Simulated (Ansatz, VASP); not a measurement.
## AgCl: VASP beside Ansatz

Contents of INCAR:

```
ALGO = Normal ; EDIFF = 1E-6
ENCUT = 520 ; GGA = PE
ISIF = 2 ; ISMEAR = -1
LASPH = T ; LCHARG = F
LREAL = F ; LWAVE = F
NBANDS = 16 ; NELM = 100
PREC = Accurate ; SIGMA = 0.02
```

KPOINTS

```
k-points
0
Gamma
  8 8 8
```

The input POSCAR:

```
AgCl
1.0
    0.0348214894      3.0107069127      3.0107069127
    3.0107069127      0.0348214894      3.0107069127
    3.0107069127      3.0107069127      0.0348214894
Ag Cl
1 1
Direct
    0.0021147220      0.0021147220      0.0021147220
    0.2478852780      0.2478852780      0.2478852780
```

Input for Ansatz:

```yaml
crystal:
  lattice:
    - [0.0348214894, 3.0107069127, 3.0107069127]
    - [3.0107069127, 0.0348214894, 3.0107069127]
    - [3.0107069127, 3.0107069127, 0.0348214894]
  atoms:
    - { symbol: Ag, position: [0.002114722, 0.002114722, 0.002114722] }
    - { symbol: Cl, position: [0.247885278, 0.247885278, 0.247885278] }
kpoints:
  mp_grid: { grid: [8, 8, 8] }
  band_path:
    path:
      - [0.0, 0.0, 0.0]
      - [-0.5, -0.5, 0.0]
      - [-0.375, -0.375, 0.25]
      - [-0.375, 0.0, 0.375]
      - [0.0, 0.0, 0.5]
      - [-0.5, -0.25, 0.25]
    npoints: 1
hamiltonian:
  xc: pbe
scf:
  occupations: { method: fermi_dirac, width: 0.02 }
  n_extra_bands: 4
output:
  forces: true
  stress: true
  eigenvalues: true
  write_density: true
  write_potential: true
  elf: true
  volumetric_format: npy
```

Change from the starting cell: epitaxial_111 strain -0.6%.

Alike in both runs: task single point; functional PBE; k mesh 8 × 8 × 8; occupations fermi-dirac, width 0.02 eV; no spin polarisation.

|  | VASP | Ansatz |
| --- | --- | --- |
| version | VASP 6.6.1 | Ansatz 0.2.0 |
| potentials or method | VASP PAW PBE potentials, release 64 (Ag, Cl) | plane waves, PAW |
| plane-wave cutoff (eV) | 520 | 420 |
| valence electrons in the cell | 18 | 26 |

|  | VASP | Ansatz | Ansatz less VASP |
| --- | --- | --- | --- |
| gap on the k mesh at the Fermi level (eV) | 1.23 | 1.23 | +0.001 |
| pressure (GPa) | 1.1 | 1.2 | +0.11 |
| rms of the force components (eV/Å) | 0.004 | 0.004 | +0.0001 |

Atom by atom the forces differ by 0.000 eV/Å (rms over components). The functional is the same, so the differences come from potentials, cutoffs and numerics. VASP's potentials hold 18 valence electrons a cell and Ansatz's 26, so a difference there can come from the potentials and not from the codes.
